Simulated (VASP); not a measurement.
Input of a VASP 6.6.1 run:

File INCAR:

```
SYSTEM = Cu2H3
  ALGO = Normal
  EDIFF = 1E-6
  ENCUT = 520
  GGA = PE
  ISIF = 2
  ISMEAR = 0
  LASPH = .TRUE.
  LCHARG = .TRUE.
  LELF = .TRUE.
  LREAL = .FALSE.
  LVHAR = .TRUE.
  LWAVE = .FALSE.
  NBANDS = 20
  NELM = 60
  PREC = Accurate
  SIGMA = 0.1
```

The input KPOINTS:

```
k-points
0
G
  10 10 12
  0 0 0
```

The input POSCAR:

```
Cu2H3
1.0
    3.6739413050      0.0000000000      0.0000000000
    0.0000000000      3.6739413050      0.0000000000
    0.0000000000      0.0000000000      3.1853504569
Cu H
2 3
Direct
    0.0000000000      0.5000000000      0.5000000000
    0.5000000000      0.0000000000      0.5000000000
    0.0000000000      0.5000000000      0.0000000000
    0.5000000000      0.0000000000      0.0000000000
    0.5000000000      0.5000000000      0.5000000000
```

Potentials or basis: VASP PAW PBE potentials, release 64 (Cu, H).

Run with:

```sh
$ cat potpaw_PBE.64/Cu/POTCAR potpaw_PBE.64/H/POTCAR > POTCAR
$ mpirun -np 1 vasp_std > vasp.out
```

Q: Estimate the band gap on the k mesh.

A: Zero (an odd number of electrons rules out a gap without spin polarisation).

Q: Estimate the pressure.

A: 0.3 GPa.
